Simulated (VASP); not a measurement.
Write the native input for VASP 6.6.1 that does the following.

| Quantity | Value |
| --- | --- |
| Task | single point |
| Functional | PBE |
| Dispersion | D3(BJ) |
| Potentials or basis | VASP PAW PBE potentials, release 64 (Hg) |
| Cutoff | 520 eV |
| k mesh | 15 × 15 × 8 |
| Occupations | gaussian, width 0.15 eV |
| Spin | no spin polarisation |
| Dipole correction | no |
| Further INCAR settings | ALGO = Normal; EDIFF = 1e-06; NBANDS = 19 |

The structure of Hg lies in POSCAR:

```
Hg
1.0
    3.2963000000      0.0000000000      0.0000000000
   -1.6481500000      2.8546795385      0.0000000000
    0.0000000000      0.0000000000      4.8104000000
Hg
2
Direct
    0.6666666667      0.3333333333      0.7500000000
    0.3333333333      0.6666666667      0.2500000000
```

These files were run (other wordings do the same):

INCAR

```
SYSTEM = Hg
PREC     = Accurate       ! precision mode
ENCUT    = 520            ! plane-wave cutoff, eV
EDIFF    = 1E-6           ! SCF threshold, eV
ISMEAR   = 0              ! smearing method
SIGMA    = 0.15           ! smearing width, eV
LREAL    = .FALSE.        ! projectors in reciprocal space
LASPH    = .TRUE.         ! aspherical terms in the spheres
NELM     = 100            ! most SCF steps
ALGO     = Normal         ! electronic algorithm
ISIF     = 2              ! what is computed and relaxed
LWAVE    = .FALSE.        ! write WAVECAR
LCHARG   = .FALSE.        ! write CHGCAR
GGA      = PE             ! functional
IVDW     = 12             ! dispersion correction
NBANDS   = 19             ! bands
```

KPOINTS

```
Automatic mesh
0
G
  15 15 8
  0 0 0
```

Potentials or basis: VASP PAW PBE potentials, release 64 (Hg).

Run with:

```bash
$ cat potpaw_PBE.64/Hg/POTCAR > POTCAR
$ mpirun -np 1 vasp_std > vasp.out
```

Results of the run:

```
Pressure                   : 4.4 GPa
Band gap on the k mesh     : zero (bands 12 and 13 overlap by 1.25 eV)
Dispersion energy per atom : -0.463 eV
```

Caveat: the cell stands under pressure; spin-orbit coupling is left out, which moves the levels of the heavy elements.

Run time: 35 s on 1 thread of Intel(R) Xeon(R) 6975P-C (Granite Rapids) (shared host), peak memory 0.24 GiB.
